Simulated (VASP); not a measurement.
Input of a VASP 6.6.1 run:

Contents of INCAR:

```
SYSTEM = HfB
ALGO = Normal
EDIFF = 1E-6
ENCUT = 520
ISIF = 2
ISMEAR = -1
LASPH = .TRUE.
LCHARG = .FALSE.
LREAL = .FALSE.
LWAVE = .FALSE.
NBANDS = 14
NELM = 100
PREC = Accurate
SIGMA = 0.05
```

KPOINTS

```
k-points
0
G
  10 10 10
  0 0 0
```

Contents of POSCAR:

```
HfB
1.0
    0.0000000000      2.2787799567      2.2787799567
    2.2787799567      0.0000000000      2.2787799567
    2.2787799567      2.2787799567      0.0000000000
Hf B
1 1
Direct
    0.5000000000      0.5000000000      0.5000000000
    0.0000000000      0.0000000000      0.0000000000
```

Potentials or basis: VASP PAW LDA potentials, release 64 (Hf_pv, B).

Command:

```console
$ cat potpaw_LDA.64/Hf_pv/POTCAR potpaw_LDA.64/B/POTCAR > POTCAR
$ mpirun -np 1 vasp_std > vasp.out
```

(1) Predict the pressure.

## Answers

(1) 31.3 GPa.
